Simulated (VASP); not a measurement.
# C in VASP: single point with PBE+D3(BJ)

Aim: the single point of C with PBE+D3(BJ).

Everything below comes from runs of VASP 6.6.1. Logs are shortened: lines on timing, memory, paths and dates and some standing lists are left out, and cuts for length are marked.

## Step 1: The cell of the first run

The cell holds a slab with vacuum, 4 atoms: a = 2.466 Å, b = 2.466 Å, c = 17.500 Å, α = 90.00°, β = 90.00°, γ = 120.00°.

## Step 2: Single point, PBE+D3(BJ) (layers slid over each other)

The input, INCAR:

```
SYSTEM = C
PREC     = Accurate       ! precision mode
ENCUT    = 520            ! plane-wave cutoff, eV
EDIFF    = 1E-6           ! SCF threshold, eV
ISMEAR   = 0              ! smearing method
SIGMA    = 0.1            ! smearing width, eV
LREAL    = .False.        ! projectors in reciprocal space
LASPH    = .True.         ! aspherical terms in the spheres
NELM     = 100            ! most SCF steps
ALGO     = Normal         ! electronic algorithm
ISIF     = 2              ! what is computed and relaxed
LWAVE    = .False.        ! write WAVECAR
LCHARG   = .True.         ! write CHGCAR
LDIPOL   = .True.       
IDIPOL   = 3            
DIPOL    = 0.5 0.5 0.352
GGA      = PE             ! functional
IVDW     = 12             ! dispersion correction
LELF     = .True.         ! ELF
LVHAR    = .True.       
LVACPOTAV= .True.       
NBANDS   = 16             ! bands
```

The input, KPOINTS:

```
Automatic mesh
0
Gamma
  15 15 1
  0 0 0
```

The input, POSCAR:

```
C
1.0
    2.4656524413      0.0000000000      0.0000000000
   -1.2328262206      2.1353176511      0.0000000000
    0.0000000000      0.0000000000     17.5000663888
C
4
Direct
    0.6666666667      0.3333333333      0.2571437785
    0.3333333333      0.6666666667      0.2571418816
    0.8333333333      1.0000000000      0.4462878149
    0.5000000000      1.3333333333      0.4462859181
```

Potentials or basis: VASP PAW PBE potentials, release 64 (C).

On the command line:

```console
$ cat potpaw_PBE.64/C/POTCAR > POTCAR
$ mpirun -np 1 vasp_std > vasp.out
```

OUTCAR:

```text
SYSTEM = C
   PREC = Accurate
   ENCUT = 520
   EDIFF = 1E-6
   ISMEAR = 0
   LREAL = .False.
   LASPH = .True.
   NELM = 100
   ISIF = 2
   GGA = PE
   IVDW = 12
 IVDW          = 12

 ion  position               nearest neighbor table
   1  0.667  0.333  0.257-   2 1.42   2 1.42   2 1.42
   2  0.333  0.667  0.257-   1 1.42   1 1.42   1 1.42
   3  0.833  0.000  0.446-   4 1.42   4 1.42   4 1.42
   4  0.500  0.333  0.446-   3 1.42   3 1.42   3 1.42

  LATTYP: Found a hexagonal cell.
 ALAT       =     2.4656524413
 C/A-ratio  =     7.0975398218

  Lattice vectors:

 A1 = (   2.4656524413,   0.0000000000,   0.0000000000)
 A2 = (  -1.2328262206,   2.1353176511,   0.0000000000)
 A3 = (   0.0000000000,   0.0000000000,  17.5000663888)

Analysis of symmetry for initial positions (statically):
=====================================================================
 Subroutine PRICEL returns:
 Original cell was already a primitive cell.

 Routine SETGRP: Setting up the symmetry group for a
 hexagonal supercell.

 Subroutine GETGRP returns: Found  2 space group operations
 (whereof  1 operations were pure point group operations)
 out of a pool of 24 trial point group operations.

The static configuration has the point symmetry C_1 .
 The point group associated with its full space group is S_2 .

Analysis of symmetry for dynamics (positions and initial velocities):
=====================================================================
 Subroutine PRICEL returns:
 Original cell was already a primitive cell.

 Routine SETGRP: Setting up the symmetry group for a
 hexagonal supercell.

 Subroutine GETGRP returns: Found  2 space group operations
 (whereof  1 operations were pure point group operations)
 out of a pool of 24 trial point group operations.

The dynamic configuration has the point symmetry C_1 .
 The point group associated with its full space group is S_2 .

 Subroutine INISYM returns: Found  2 space group operations
 (whereof  1 operations are pure point group operations),
 and found     1 'primitive' translations

----------------------------------------------------------------------------------------

                                     Primitive cell

  volume of cell :      92.1370

  direct lattice vectors                    reciprocal lattice vectors
     2.465652441  0.000000000  0.000000000     0.405572166  0.234157199  0.000000000
    -1.232826221  2.135317651  0.000000000     0.000000000  0.468314398  0.000000000
     0.000000000  0.000000000 17.500066389     0.000000000  0.000000000  0.057142640

  length of vectors
     2.465652441  2.465652441 17.500066389     0.468314398  0.468314398  0.057142640

  position of ions in fractional coordinates (direct lattice)
     0.666666667  0.333333333  0.257143779
     0.333333333  0.666666667  0.257141882
     0.833333333  0.000000000  0.446287815
     0.500000000  0.333333333  0.446285918

  ion indices of the primitive-cell ions
   primitive index   ion index
                 1           1
                 2           2
                 3           3
                 4           4

----------------------------------------------------------------------------------------

 KPOINTS: Automatic mesh

Automatic generation of k-mesh.
 Grid dimensions read from file:
 generate k-points for:   15   15    1

 Generating k-lattice:

  Cartesian coordinates                     Fractional coordinates (reciprocal lattice)
     0.027038144  0.015610480  0.000000000     0.066666667  0.000000000  0.000000000
     0.000000000  0.031220960  0.000000000     0.000000000  0.066666667  0.000000000
     0.000000000  0.000000000  0.057142640     0.000000000  0.000000000  1.000000000

  Length of vectors
     0.031220960  0.031220960  0.057142640

  Shift w.r.t. Gamma in fractional coordinates (k-lattice)
     0.000000000  0.000000000  0.000000000

 Subroutine IBZKPT returns following result:
 ===========================================

 Found    113 irreducible k-points:

 Following reciprocal coordinates:
            Coordinates               Weight
  0.000000  0.000000  0.000000      1.000000
  0.066667 -0.000000  0.000000      2.000000
  0.000000  0.066667  0.000000      2.000000
 -0.066667  0.066667  0.000000      2.000000
  0.133333  0.000000  0.000000      2.000000
  0.000000  0.133333  0.000000      2.000000
[... 16 lines left out ...]
  0.066667  0.066667  0.000000      2.000000
 -0.066667  0.133333  0.000000      2.000000
 [... further k-points ...]
   k-points           NKPTS =    113   k-points in BZ     NKDIM =    113   number of bands    NBANDS=     16
   number of dos      NEDOS =    301   number of ions     NIONS =      4
   total plane-waves  NPLWV =  45360
   dimension x,y,z NGX =    18 NGY =   18 NGZ =  140
   dimension x,y,z NGXF=    36 NGYF=   36 NGZF=  280
   ions per type =               4
   NGX,Y,Z   is equivalent  to a cutoff of  12.14, 12.14, 13.30 a.u.
   NGXF,Y,Z  is equivalent  to a cutoff of  24.27, 24.27, 26.60 a.u.
 SYSTEM =  C
   PREC   = accura    normal or accurate (medium, high low for compatibility)
   ISTART =      0    job   : 0-new  1-cont  2-samecut
   ICHARG =      2    charge: 1-file 2-atom 10-const
   ISPIN  =      1    spin polarized calculation?
   LNONCOLLINEAR =      F non collinear calculations
   LSORBIT =      F    spin-orbit coupling
   LASPH  =      T    aspherical Exc in radial PAW
   ENCUT  =  520.0 eV  38.22 Ry    6.18 a.u.   4.58  4.58 32.54*2*pi/ulx,y,z
   NELM   =    100;   NELMIN=  2; NELMDL= -5     # of ELM steps
   EDIFF  = 0.1E-05   stopping-criterion for ELM
   LREAL  =      F    real-space projection
   EDIFFG = 0.1E-04   stopping-criterion for IOM
   NSW    =      0    number of steps for IOM
   IBRION =     -1    ionic relax: 0-MD 1-quasi-New 2-CG
   NFREE  =      0    steps in history (QN), initial steepest desc. (CG)
   ISIF   =      2    stress and relaxation
   ISYM   =      2    0-nonsym 1-usesym 2-fastsym
   POTIM  = 0.5000    time-step for ionic-motion
   TEBEG  =    0.0;   TEEND  =   0.0 temperature during run
   PSTRESS=    0.0 pullay stress
   NELECT =      16.0000    total number of electrons
   NUPDOWN=      -1.0000    fix difference up-down
   EMIN   =  10.00;   EMAX   =-10.00  energy-range for DOS
   EFERMI =   0.00;   METHOD = LEGACY
   ISMEAR =     0;   SIGMA  =   0.10  broadening in eV -4-tet -1-fermi 0-gaus
   EFERMI_NEDOS =   21; number of points for ismear=-14 and -15
   IALGO  =     38    algorithm
   IMIX   =      4    mixing-type and parameters
     AMIX     =   0.40;   BMIX     =  1.00
     AMIX_MAG =   1.60;   BMIX_MAG =  1.00
  volume/ion in A,a.u.               =      23.03       155.44
  Fermi-wavevector in a.u.,A,eV,Ry     =   0.913349  1.725980 11.350070  0.834207
  Thomas-Fermi vector in A             =   2.037850
   LORBIT       =      0    0 simple, 1 ext, 2 COOP (PROOUT), +10 PAW based schemes
   GGA     = PE    functional components
   LHFCALC =     F    Hartree Fock is set to
   AEXX    =    0.0000 exact exchange contribution
   IVDW    =    12    specifies the selected vdW correction
   LEPSILON=     F    determine dielectric tensor
   LRPA    =     F    only Hartree local field effects (RPA)
 non-spin polarized calculation
 Gauss-broadening in eV      SIGMA  =   0.10
  energy-cutoff  :      520.00
  volume of cell :       92.14
 maximum number of plane-waves:      2516
   NGX =  9   NGY =  9   NGZ = 65

 dipolmoment           0.000000      0.000000      0.000223 electrons x Angstroem

 number of electron      15.9999998 magnetization

 dipolmoment           0.000000      0.000000     -0.000000 electrons x Angstroem

 Free energy of the ion-electron system (eV)
  ---------------------------------------------------
  ext. energy  EPLUGINS =         0.00000000
  ---------------------------------------------------
  free energy    TOTEN  =       -36.86488445 eV

  energy without entropy =      -36.86464863  energy(sigma->0) =      -36.86476654

 E-fermi :  -0.8460     XC(G=0):  -4.4235

 val. band max:       -0.9662885116   @ k =   0.3333   0.3333   0.0000
 cond. band min:      -0.7256475135   @ k =   0.3333   0.3333   0.0000
 fundamental gap:      0.2406409982
 Fermi energy:        -0.8459678941

 k-point     1 :       0.0000    0.0000    0.0000
  band No.  band energies     occupation
      1     -20.4374      2.00000
      2     -20.2701      2.00000
      3      -8.9574      2.00000
      4      -7.9154      2.00000
      5      -3.8762      2.00000
      6      -3.8696      2.00000
[... 8 lines left out ...]
     15       7.4805      0.00000
     16       7.4869      0.00000

 k-point     2 :       0.0667   -0.0000    0.0000
  band No.  band energies     occupation
      1     -20.3318      2.00000
      2     -20.1655      2.00000
      3      -8.8303      2.00000
      4      -7.7922      2.00000
      5      -4.2992      2.00000
      6      -4.2868      2.00000
[... 8 lines left out ...]
     15       7.5453      0.00000
     16       7.9133      0.00000

 k-point     3 :       0.0000    0.0667    0.0000
  band No.  band energies     occupation
      1     -20.3318      2.00000
      2     -20.1655      2.00000
      3      -8.8302      2.00000
      4      -7.7923      2.00000
      5      -4.3008      2.00000
      6      -4.2849      2.00000
[... 8 lines left out ...]
     15       7.5542      0.00000
     16       7.9277      0.00000
[... 362 lines left out ...]
 k-point    23 :       0.0667    0.0667    0.0000
  band No.  band energies     occupation
      1     -20.1209      2.00000
      2     -19.9568      2.00000
      3      -8.5768      2.00000
      4      -7.5470      2.00000
      5      -5.0178      2.00000
      6      -5.0177      2.00000
[... 8 lines left out ...]
     15       7.7313      0.00000
     16       8.5792      0.00000

 k-point    24 :      -0.0667    0.1333    0.0000
  band No.  band energies     occupation
      1     -20.1209      2.00000
      2     -19.9568      2.00000
      3      -8.5764      2.00000
      4      -7.5475      2.00000
      5      -5.0308      2.00000
      6      -5.0036      2.00000
[... 8 lines left out ...]
     15       7.7542      0.00000
     16       8.5962      0.00000

 [... further k-points ...]

------------------------ aborting loop because EDIFF is reached ----------------------------------------

 Edisp (eV)   -0.48400

 E8    (eV) :    -0.1449

  FORCE on cell =-STRESS in cart. coord.  units (eV):
  Direction    XX          YY          ZZ          XY          YZ          ZX
  --------------------------------------------------------------------------------------
  -------------------------------------------------------------------------------------
  Total       0.10220     0.11017     0.10578    -0.02487    -0.01964     0.03627
  in kB       1.77719     1.91579     1.83934    -0.43247    -0.34152     0.63077
  external pressure =        1.84 kB  Pullay stress =        0.00 kB

 VOLUME and BASIS-vectors are now :
 -----------------------------------------------------------------------------
  energy-cutoff  :      520.00
  volume of cell :       92.14
      direct lattice vectors                 reciprocal lattice vectors
     2.465652441  0.000000000  0.000000000     0.405572166  0.234157199  0.000000000
    -1.232826221  2.135317651  0.000000000     0.000000000  0.468314398  0.000000000
     0.000000000  0.000000000 17.500066389     0.000000000  0.000000000  0.057142640

 POSITION                                       TOTAL-FORCE (eV/Angst)
 -----------------------------------------------------------------------------------
      1.23283      0.71177      4.50003        -0.006519      0.002156     -0.013536
     -0.00000      1.42355      4.50000        -0.004442      0.003774     -0.026088
      2.05471      0.00000      7.81007         0.004442     -0.003774      0.026088
      0.82188      0.71177      7.81003         0.006519     -0.002156      0.013536
 -----------------------------------------------------------------------------------
    total drift:                               -0.000000      0.000000     -0.000019

  FREE ENERGIE OF THE ION-ELECTRON SYSTEM (eV)
  ---------------------------------------------------
  free  energy   TOTEN  =       -37.3488831588 eV

  energy  without entropy=      -37.3486473401  energy(sigma->0) =      -37.34876525

 vacuum level on the upper side and lower side of the slab         3.441         3.441
```

Run time: 95 s. Hardware: 1 thread of AMD EPYC 9R45 (Zen 5), shared host; peak memory 0.25 GiB.

Results:

```yaml
Free_energy: -37.3489 eV
Largest_force: 0.027 eV/Å
Dispersion_energy_per_atom: -0.121 eV
```

Forces in eV/Å, atoms in the order of the input:
```
C   -0.007  0.002 -0.014
C   -0.004  0.004 -0.026
C    0.004 -0.004  0.026
C    0.007 -0.002  0.014
```

Caveat: the cell differs from its parent crystal (layers slid over each other).
